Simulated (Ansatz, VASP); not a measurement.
# Two plane-wave programs on SiC

Contents of INCAR:

```
SYSTEM = SiC
PREC = Accurate
ENCUT = 520
EDIFF = 1E-7
ISMEAR = 0
SIGMA = 0.05
LREAL = .False.
LASPH = .True.
NELM = 100
ALGO = Normal
ISIF = 2
LWAVE = .False.
LCHARG = .False.
NBANDS = 16
```

File KPOINTS:

```
regular mesh
0
Gamma
  12 12 6
  0 0 0
```

The input POSCAR:

```
SiC
1.0
    3.0759982064      0.0000000000      0.0000000000
   -1.5379991032      2.6638925888      0.0000000000
    0.0000000000      0.0000000000      5.0480000000
Si C
2 2
Direct
    0.3333333333      0.6666666667      0.0208003170
    0.6666666667      0.3333333333      0.4791996830
    0.3333333333      0.6666666667      0.3802542493
    0.6666666667      0.3333333333      0.8897457507
```

Input for Ansatz:

```yaml
crystal:
  lattice:
    - [3.0759982064, 0.0, 0.0]
    - [-1.5379991032, 2.6638925888, 0.0]
    - [0.0, 0.0, 5.048]
  atoms:
    - { symbol: Si, position: [0.3333333333, 0.6666666667, 0.020800317] }
    - { symbol: Si, position: [0.6666666667, 0.3333333333, 0.479199683] }
    - { symbol: C, position: [0.3333333333, 0.6666666667, 0.3802542493] }
    - { symbol: C, position: [0.6666666667, 0.3333333333, 0.8897457507] }
basis:
  ecutwfc: 420
kpoints:
  mp_grid: { grid: [12, 12, 6] }
hamiltonian:
  xc: lda
scf:
  occupations: { method: gaussian, width: 0.05 }
output:
  forces: true
  stress: true
  eigenvalues: true
  write_density: true
  write_potential: true
  elf: true
  volumetric_format: npy
```

Change from the starting cell: mode 6 (550.6 1/cm) frozen in, largest displacement +0.105 Å.

Alike in both runs: task single point; functional LDA; k mesh 12 × 12 × 6; occupations gaussian, width 0.05 eV; no spin polarisation.

|  | VASP | Ansatz |
| --- | --- | --- |
| version | VASP 6.6.1 | Ansatz 0.2.0 |
| potentials or method | VASP PAW LDA potentials, release 64 (Si, C), cutoff 520 eV | scalar-relativistic, plane waves, PAW |
| valence electrons in the cell | 16 | 16 |

|  | VASP | Ansatz | Ansatz less VASP |
| --- | --- | --- | --- |
| gap on the k mesh at the Fermi level (eV) | 2.13 | 2.14 | +0.011 |
| least direct gap on the mesh (eV) | 3.56 | 3.57 | +0.005 |
| pressure (GPa) | -1.5 | -1.9 | -0.37 |
| traceless stress, the component that is largest in VASP (GPa) | -0.22 | -0.18 | +0.037 |
| rms of the force components (eV/Å) | 1.373 | 1.374 | +0.0013 |

LDA's correlation is that of Perdew and Zunger in VASP and of Perdew and Wang (1992) in Ansatz. Atom by atom the forces differ by 0.004 eV/Å (rms over components).
